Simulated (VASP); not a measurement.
# Ni (I4/mmm) in VASP: single point with r2SCAN

Aim: the single point of Ni with r2SCAN.

Everything below comes from runs of VASP 6.6.1. Logs are shortened: lines on timing, memory, paths and dates and some standing lists are left out, and cuts for length are marked.

**1. The cell of the first run**

It takes space group I4/mmm (No. 139, tetragonal). Conventional cell: a = 2.921 Å, b = 2.921 Å, c = 2.483 Å, α = 90.00°, β = 90.00°, γ = 90.00°. Ni (site symmetry 4/mmm) has 14 Ni at 2.41 to 2.92 Å within 3.2 Å.

**2. Single point, r2SCAN, collinear spin, ferromagnetic start**

Contents of POSCAR:

```
Ni
1.0
   -1.4607430247      1.4607430247      1.2416315710
    1.4607430247     -1.4607430247      1.2416315710
    1.4607430247      1.4607430247     -1.2416315710
Ni
1
Direct
    0.0000000000      0.0000000000      0.0000000000
```

Contents of INCAR.step1:

```
ALGO = Normal
EDIFF = 1E-4
ENCUT = 520
GGA = PE
ISMEAR = 0
ISPIN = 2
LASPH = T
LCHARG = F
LMAXMIX = 4
LREAL = F
LWAVE = T
MAGMOM = 0.78
NBANDS = 15
NELM = 150
PREC = Accurate
SIGMA = 0.15
```

Contents of INCAR.step2:

```
ALGO = Normal
EDIFF = 1E-6
ENCUT = 520
ISIF = 2
ISMEAR = 0
ISPIN = 2
ISTART = 1
LASPH = T
LCHARG = F
LMAXMIX = 4
LMIXTAU = T
LORBIT = 11
LREAL = F
LWAVE = F
MAGMOM = 0.78
METAGGA = R2SCAN
NBANDS = 15
NELM = 150
PREC = Accurate
SIGMA = 0.15
```

Contents of KPOINTS:

```
k-points
0
Gamma
  26 26 26
```

Potentials or basis: VASP PAW PBE potentials, release 64 (Ni).

The run is started by

```
> cat potpaw_PBE.64/Ni/POTCAR > POTCAR
> cp INCAR.step1 INCAR
> mpirun -np 1 vasp_std > vasp.out
> cp INCAR.step2 INCAR
> mpirun -np 1 vasp_std > vasp.out
```

OUTCAR:

```text
EDIFF = 1E-6
   ENCUT = 520
   ISIF = 2
   ISMEAR = 0
   ISPIN = 2
   ISTART = 1
   LASPH = T
   LORBIT = 11
   LREAL = F
   METAGGA = R2SCAN
   NELM = 150
   PREC = Accurate

 ion  position               nearest neighbor table
   1  0.000  0.000  0.000-

  LATTYP: Found a body centered tetragonal cell.
 ALAT       =     2.9214860494
 C/A-ratio  =     0.8500000000

  Lattice vectors:

 A1 = (  -1.4607430247,   1.4607430247,   1.2416315710)
 A2 = (   1.4607430247,  -1.4607430247,   1.2416315710)
 A3 = (   1.4607430247,   1.4607430247,  -1.2416315710)

Analysis of symmetry for initial positions (statically):
=====================================================================
 Subroutine PRICEL returns:
 Original cell was already a primitive cell.

 Routine SETGRP: Setting up the symmetry group for a
 body centered tetragonal supercell.

 Subroutine GETGRP returns: Found 16 space group operations
 (whereof 16 operations were pure point group operations)
 out of a pool of 16 trial point group operations.

The static configuration has the point symmetry D_4h.

Analysis of symmetry for dynamics (positions and initial velocities):
=====================================================================
 Subroutine PRICEL returns:
 Original cell was already a primitive cell.

 Routine SETGRP: Setting up the symmetry group for a
 body centered tetragonal supercell.

 Subroutine GETGRP returns: Found 16 space group operations
 (whereof 16 operations were pure point group operations)
 out of a pool of 16 trial point group operations.

The dynamic configuration has the point symmetry D_4h.

Analysis of structural, dynamic, and magnetic symmetry:
=====================================================================
 Subroutine PRICEL returns:
 Original cell was already a primitive cell.

 Routine SETGRP: Setting up the symmetry group for a
 body centered tetragonal supercell.

 Subroutine GETGRP returns: Found 16 space group operations
 (whereof 16 operations were pure point group operations)
 out of a pool of 16 trial point group operations.

The overall configuration has the point symmetry D_4h.

 Subroutine INISYM returns: Found 16 space group operations
 (whereof 16 operations are pure point group operations),
 and found     1 'primitive' translations

----------------------------------------------------------------------------------------

                                     Primitive cell

  volume of cell :      10.5974

  direct lattice vectors                    reciprocal lattice vectors
    -1.460743025  1.460743025  1.241631571     0.000000000  0.342291554  0.402695946
     1.460743025 -1.460743025  1.241631571     0.342291554  0.000000000  0.402695946
     1.460743025  1.460743025 -1.241631571     0.342291554  0.342291554  0.000000000

  length of vectors
     2.410225991  2.410225991  2.410225991     0.528514459  0.528514459  0.484073358

  position of ions in fractional coordinates (direct lattice)
     0.000000000  0.000000000  0.000000000

  ion indices of the primitive-cell ions
   primitive index   ion index
                 1           1

----------------------------------------------------------------------------------------

 KPOINTS: k-points

Automatic generation of k-mesh.
 Grid dimensions read from file:
 generate k-points for:   26   26   26

 Generating k-lattice:

  Cartesian coordinates                     Fractional coordinates (reciprocal lattice)
     0.000000000  0.013165060  0.015488306     0.038461538  0.000000000  0.000000000
     0.013165060  0.000000000  0.015488306     0.000000000  0.038461538  0.000000000
     0.013165060  0.013165060  0.000000000     0.000000000  0.000000000  0.038461538

  Length of vectors
     0.020327479  0.020327479  0.018618206

  Shift w.r.t. Gamma in fractional coordinates (k-lattice)
     0.000000000  0.000000000  0.000000000

 Subroutine IBZKPT returns following result:
 ===========================================

 Found   1330 irreducible k-points:

 Following reciprocal coordinates:
            Coordinates               Weight
  0.000000  0.000000  0.000000      1.000000
  0.038462 -0.000000  0.000000      8.000000
  0.076923 -0.000000  0.000000      8.000000
  0.115385  0.000000 -0.000000      8.000000
  0.153846 -0.000000  0.000000      8.000000
  0.192308 -0.000000  0.000000      8.000000
[... 16 lines left out ...]
  0.346154  0.038462  0.000000     16.000000
  0.384615  0.038462  0.000000     16.000000
 [... further k-points ...]
   k-points           NKPTS =   1330   k-points in BZ     NKDIM =   1330   number of bands    NBANDS=     15
   number of dos      NEDOS =    301   number of ions     NIONS =      1
   total plane-waves  NPLWV =   5832
   dimension x,y,z NGX =    18 NGY =   18 NGZ =   18
   dimension x,y,z NGXF=    36 NGYF=   36 NGZF=   36
   ions per type =               1
   NGX,Y,Z   is equivalent  to a cutoff of  12.42, 12.42, 12.42 a.u.
   NGXF,Y,Z  is equivalent  to a cutoff of  24.83, 24.83, 24.83 a.u.
 SYSTEM =  unknown system
   PREC   = accura    normal or accurate (medium, high low for compatibility)
   ISTART =      1    job   : 0-new  1-cont  2-samecut
   ICHARG =      0    charge: 1-file 2-atom 10-const
   ISPIN  =      2    spin polarized calculation?
   LNONCOLLINEAR =      F non collinear calculations
   LSORBIT =      F    spin-orbit coupling
   LASPH  =      T    aspherical Exc in radial PAW
   ENCUT  =  520.0 eV  38.22 Ry    6.18 a.u.   4.48  4.48  4.48*2*pi/ulx,y,z
   NELM   =    150;   NELMIN=  2; NELMDL=  0     # of ELM steps
   EDIFF  = 0.1E-05   stopping-criterion for ELM
   LREAL  =      F    real-space projection
   EDIFFG = 0.1E-04   stopping-criterion for IOM
   NSW    =      0    number of steps for IOM
   IBRION =     -1    ionic relax: 0-MD 1-quasi-New 2-CG
   NFREE  =      0    steps in history (QN), initial steepest desc. (CG)
   ISIF   =      2    stress and relaxation
   ISYM   =      2    0-nonsym 1-usesym 2-fastsym
   POTIM  = 0.5000    time-step for ionic-motion
   TEBEG  =    0.0;   TEEND  =   0.0 temperature during run
   PSTRESS=    0.0 pullay stress
   NELECT =      10.0000    total number of electrons
   NUPDOWN=      -1.0000    fix difference up-down
   EMIN   =  10.00;   EMAX   =-10.00  energy-range for DOS
   EFERMI =   0.00;   METHOD = LEGACY
   ISMEAR =     0;   SIGMA  =   0.15  broadening in eV -4-tet -1-fermi 0-gaus
   EFERMI_NEDOS =   21; number of points for ismear=-14 and -15
   IALGO  =     38    algorithm
   IMIX   =      4    mixing-type and parameters
     AMIX     =   0.40;   BMIX     =  1.00
     AMIX_MAG =   1.60;   BMIX_MAG =  1.00
  volume/ion in A,a.u.               =      10.60        71.51
  Fermi-wavevector in a.u.,A,eV,Ry     =   1.605738  3.034405 35.081190  2.578395
  Thomas-Fermi vector in A             =   2.702037
   LORBIT       =     11    0 simple, 1 ext, 2 COOP (PROOUT), +10 PAW based schemes
   METAGGA = R2SCAN    functional components
   LHFCALC =     F    Hartree Fock is set to
   AEXX    =    0.0000 exact exchange contribution
   IVDW    =     0    specifies the selected vdW correction
   LEPSILON=     F    determine dielectric tensor
   LRPA    =     F    only Hartree local field effects (RPA)
 spin polarized calculation
 Gauss-broadening in eV      SIGMA  =   0.15
  energy-cutoff  :      520.00
  volume of cell :       10.60
 maximum number of plane-waves:       299
 NGX is ok and might be reduce to    18
   NGX =  9   NGY =  9   NGZ =  9

 number of electron       9.9999998 magnetization       0.6770780

 Free energy of the ion-electron system (eV)
  ---------------------------------------------------
  ext. energy  EPLUGINS =         0.00000000
  ---------------------------------------------------
  free energy    TOTEN  =       -11.86420895 eV

  energy without entropy =      -11.85258869  energy(sigma->0) =      -11.85839882

 E-fermi :   9.5823     XC(G=0): -14.5473

 val. band max:        9.5820122572   @ k =  -0.2308   0.3077   0.1923
 cond. band min:       9.5857869295   @ k =  -0.0769   0.3846   0.0385
 fundamental gap:      0.0037746723
 Fermi energy:         9.5822545833

 spin component 1

 k-point     1 :       0.0000    0.0000    0.0000
  band No.  band energies     occupation
      1       0.1072      1.00000
      2       6.1693      1.00000
      3       7.1539      1.00000
      4       7.1540      1.00000
      5       7.3319      1.00000
      6       8.6939      1.00000
      7      35.1722      0.00000
      8      35.1722      0.00000
      9      40.1467      0.00000
     10      40.7106      0.00000
     11      40.7236      0.00000
     12      43.5967      0.00000
     13      43.5968      0.00000
     14      44.7537      0.00000
[... 401 lines left out ...]
      2       5.5833      1.00000
      3       8.1147      1.00000
      4       8.3762      1.00000
      5       8.6233      1.00000
      6       9.2253      0.99962
      7      19.4427      0.00000
      8      28.7247      0.00000
      9      29.7261      0.00000
     10      33.6377      0.00000
     11      37.3962      0.00000
     12      44.6553      0.00000
     13      52.0399      0.00000
     14      53.3396      0.00000
     15      55.9267      0.00000

 [... further k-points ...]

 spin component 2

 k-point     1 :       0.0000    0.0000    0.0000
  band No.  band energies     occupation
      1      -0.1235      1.00000
      2       7.5415      1.00000
      3       8.1469      1.00000
      4       8.1470      1.00000
      5       8.5241      1.00000
      6       9.2559      0.99895
      7      35.0834      0.00000
      8      35.0834      0.00000
      9      40.5280      0.00000
     10      40.7618      0.00000
     11      40.8708      0.00000
     12      43.9050      0.00000
     13      43.9050      0.00000
     14      44.7118      0.00000
[... 401 lines left out ...]
      2       6.5910      1.00000
      3       8.5511      1.00000
      4       9.0269      1.00000
      5       9.8621      0.00417
      6      10.2278      0.00000
      7      19.7589      0.00000
      8      28.7257      0.00000
      9      29.9268      0.00000
     10      33.7965      0.00000
     11      37.6333      0.00000
     12      44.9107      0.00000
     13      52.9941      0.00000
     14      55.0980      0.00000
     15      56.3000      0.00000

 [... further k-points ...]

------------------------ aborting loop because EDIFF is reached ----------------------------------------

  FORCE on cell =-STRESS in cart. coord.  units (eV):
  Direction    XX          YY          ZZ          XY          YZ          ZX
  --------------------------------------------------------------------------------------
  -------------------------------------------------------------------------------------
  Total        0.0340441      0.0340441      0.0891904      0.0000000      0.0000000     -0.0000000
  in kB        5.1469778      5.1469778     13.4842998      0.0000000      0.0000000     -0.0000000
  external PRESSURE =       7.9260852 kB  Pullay stress =       0.0000000 kB

 VOLUME and BASIS-vectors are now :
 -----------------------------------------------------------------------------
  energy-cutoff  :      520.00
  volume of cell :       10.60
      direct lattice vectors                 reciprocal lattice vectors
    -1.460743025  1.460743025  1.241631571     0.000000000  0.342291554  0.402695946
     1.460743025 -1.460743025  1.241631571     0.342291554  0.000000000  0.402695946
     1.460743025  1.460743025 -1.241631571     0.342291554  0.342291554  0.000000000

 POSITION                                       TOTAL-FORCE (eV/Angst)
 -----------------------------------------------------------------------------------
      0.00000      0.00000      0.00000        -0.000000     -0.000000      0.000000
 -----------------------------------------------------------------------------------
    total drift:                                0.000000     -0.000000      0.000000

  FREE ENERGIE OF THE ION-ELECTRON SYSTEM (eV)
  ---------------------------------------------------
  free  energy   TOTEN  =       -11.8642089497 eV

  energy  without entropy=      -11.8525886942  energy(sigma->0) =      -11.85839882

 total charge

# of ion       s       p       d       tot
------------------------------------------
    1        0.526   0.536   8.345   9.407

 magnetization (x)

# of ion       s       p       d       tot
------------------------------------------
    1       -0.010  -0.039   0.744   0.695
```

Wall time 37 min (1 thread of Intel Xeon 8259CL, shared host); peak memory 0.4 GiB.

What came out:

- Free energy: -11.8642 eV
- Pressure: 0.8 GPa
- Net moment: 0.68 μB per cell
- Site moments: Ni +0.69 μB
- Valence electrons inside the program's atomic spheres: Ni 9.41

Levels at points of the mesh, in eV from the Fermi level:
Spin up:
| k point | band 2 | band 3 | band 4 | band 5 | band 6 | band 7 | band 8 | band 9 |
| --- | --- | --- | --- | --- | --- | --- | --- | --- |
| (0.00, 0.00, 0.00) | -3.41 | -2.43 | -2.43 | -2.25 | -0.89 | 25.59 | 25.59 | 30.56 |
| (0.50, 0.00, 0.00) | -4.10 | -1.39 | -0.95 | -0.61 | 0.78 | 7.53 | 18.89 | 19.70 |
| (0.50, 0.50, 0.00) | -3.00 | -2.32 | -1.31 | -0.73 | -0.60 | 5.43 | 23.24 | 25.40 |
| (0.50, 0.50, 0.50) | -4.81 | -0.79 | -0.79 | -0.67 | 8.15 | 8.15 | 14.45 | 15.42 |
Spin down:
```
           k point  band 2  band 3  band 4  band 5  band 6  band 7  band 8  band 9
(0.00, 0.00, 0.00)   -2.04   -1.44   -1.44   -1.06   -0.33   25.50   25.50   30.95
(0.50, 0.00, 0.00)   -3.10   -0.76    0.33    0.54    0.82    8.01   18.86   19.88
(0.50, 0.50, 0.00)   -2.07   -1.04   -0.92   -0.76    0.51    6.18   23.13   25.68
(0.50, 0.50, 0.50)   -4.12    0.31    0.31    0.98    8.07    8.08   14.56   15.51
```

Caveat: the PAW data sets were made with another functional, which shifts forces and pressure a little.
